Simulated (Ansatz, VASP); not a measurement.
## One calculation of CaF2, two programs

Contents of INCAR:

```
SYSTEM = CaF2
PREC = Accurate ; ENCUT = 600
EDIFF = 1E-6 ; ISMEAR = 0
SIGMA = 0.01 ; LREAL = .False.
LASPH = .True. ; NELM = 120
ALGO = Normal ; ISIF = 2
LWAVE = .False. ; LCHARG = .False.
GGA = PS ; NBANDS = 19
GGA_COMPAT = .False.
```

File KPOINTS:

```
Automatic mesh
0
Gamma
  6 6 6
  0 0 0
```

File POSCAR:

```
CaF2
1.0
    0.0000000000      2.7310000000      2.7310000000
    2.7310000000      0.0000000000      2.7310000000
    2.7310000000      2.7310000000      0.0000000000
Ca F
1 2
Direct
    0.0000000000      0.0000000000      0.0000000000
    0.2500000000      0.2500000000      0.2500000000
    0.7500000000      0.7500000000      0.7500000000
```

Input for Ansatz:

```yaml
crystal:
  lattice:
    - [0.0, 2.731, 2.731]
    - [2.731, 0.0, 2.731]
    - [2.731, 2.731, 0.0]
  atoms:
    - { symbol: Ca, position: [0.0, 0.0, 0.0] }
    - { symbol: F, position: [0.25, 0.25, 0.25] }
    - { symbol: F, position: [0.75, 0.75, 0.75] }
basis:
  ecutwfc: 500.0
kpoints:
  mp_grid:
    grid: [6, 6, 6]
hamiltonian:
  xc: pbesol
scf:
  occupations:
    method: fixed
output:
  stress: true
```

Alike in both runs: task single point; functional PBEsol; k mesh 6 × 6 × 6; no spin polarisation.

|  | VASP | Ansatz |
| --- | --- | --- |
| version | VASP 6.6.1 | Ansatz 0.2.0 |
| potentials or method | VASP PAW PBE potentials, release 64 (Ca_sv, F), cutoff 600 eV | plane waves, PAW |
| occupations | gaussian, width 0.01 eV | fixed |
| valence electrons in the cell | 24 | 24 |

|  | VASP | Ansatz | Ansatz less VASP |
| --- | --- | --- | --- |
| pressure (GPa) | -1.7 | -1.9 | -0.20 |

VASP's potentials were made for PBE, not for PBEsol.
